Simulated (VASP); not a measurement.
Here is a VASP 6.6.1 calculation.

Contents of INCAR:

```
PREC     = Accurate       # precision mode
ENCUT    = 520            # plane-wave cutoff, eV
EDIFF    = 1E-6           # SCF threshold, eV
ISMEAR   = -1             # smearing method
SIGMA    = 0.05           # smearing width, eV
LREAL    = False          # projectors in reciprocal space
LASPH    = True           # aspherical terms in the spheres
NELM     = 60             # most SCF steps
ALGO     = Normal         # electronic algorithm
ISIF     = 2              # what is computed and relaxed
LWAVE    = False          # write WAVECAR
LCHARG   = False          # write CHGCAR
LDIPOL   = True         
IDIPOL   = 3            
DIPOL    = 0.5 0.5 0.500
GGA      = CA             # functional
NBANDS   = 34             # bands
```

KPOINTS

```
Automatic mesh
0
Gamma
  15 15 1
```

POSCAR

```
AgPd4
1.0
    2.7154616620      0.0000000000      0.0000000000
   -1.3577308310      2.3516587823      0.0000000000
    0.0000000000      0.0000000000     24.8687000000
Ag Pd
1 4
Direct
    0.8333333333      0.1666666667      0.3221083647
    0.1666666667      0.8333333333      0.4113102892
    0.5000000000      0.5000000000      0.4999999996
    0.8333333333      0.1666666667      0.5886897115
    0.1666666667      0.8333333333      0.6778916350
```

Potentials or basis: VASP PAW LDA potentials, release 64 (Ag, Pd).

Command:

```sh
$ cat potpaw_LDA.64/Ag/POTCAR potpaw_LDA.64/Pd/POTCAR > POTCAR
$ mpirun -np 1 vasp_std > vasp.out
```

Estimate the band gap on the k mesh.

zero (an odd number of electrons rules out a gap without spin polarisation).

What does it give for the largest force?

0.416 eV/Å.

Forces in eV/Å, atoms in the order of the input:
```
Ag   0.000  0.000 -0.416
Pd   0.000  0.000  0.240
Pd   0.000  0.000  0.112
Pd   0.000  0.000  0.040
Pd   0.000  0.000  0.024
```
